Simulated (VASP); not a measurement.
Write the native input for VASP 6.6.1 that does the following.

```
Task                   : single point
Functional             : PBEsol
Potentials or basis    : VASP PAW PBE potentials, release 64 (Na_pv, Cl)
Cutoff                 : 520 eV
k mesh                 : 8 × 8 × 8
Occupations            : gaussian, width 0.05 eV
Spin                   : no spin polarisation
Dipole correction      : no
Further INCAR settings : ALGO = Normal; EDIFF = 1e-06; NBANDS = 14
```

The structure of NaCl lies in POSCAR:

```
NaCl
1.0
    0.0530953125      2.8317500000      2.8317500000
    2.8848453125      0.0000000000      2.8848453125
    2.8317500000      2.8317500000      0.0530953125
Na Cl
1 1
Direct
    0.0000000000      0.0000000000      0.0000000000
    0.5000000000      0.5000000000      0.5000000000
```

This cell differs from its parent crystal: strain +0.0375 x Voigt [0, 0, 0, 0, 1, 0].

The input as run:

INCAR

```
SYSTEM = NaCl
PREC = Accurate ; ENCUT = 520
EDIFF = 1E-6 ; ISMEAR = 0
SIGMA = 0.05 ; LREAL = .FALSE.
LASPH = .TRUE. ; NELM = 100
ALGO = Normal ; ISIF = 2
LWAVE = .FALSE. ; LCHARG = .FALSE.
GGA = PS ; NBANDS = 14
```

KPOINTS

```
Automatic mesh
0
G
  8 8 8
  0 0 0
```

Potentials or basis: VASP PAW PBE potentials, release 64 (Na_pv, Cl).

Command:

```sh
$ cat potpaw_PBE.64/Na_pv/POTCAR potpaw_PBE.64/Cl/POTCAR > POTCAR
$ mpirun -np 1 vasp_std > vasp.out
```

Results of the run:

| Quantity | Value |
| --- | --- |
| Pressure | -0.8 GPa |
| Band gap on the k mesh | 4.81 eV, direct |

Caveat: the cell differs from its parent crystal (strain +0.0375 x Voigt [0, 0, 0, 0, 1, 0]); the PAW data sets were made with another functional, which shifts forces and pressure a little.

Run time: 33 s on 1 thread of Intel(R) Xeon(R) Platinum 8559C (Emerald Rapids), with other jobs on the host, peak memory 0.19 GiB.
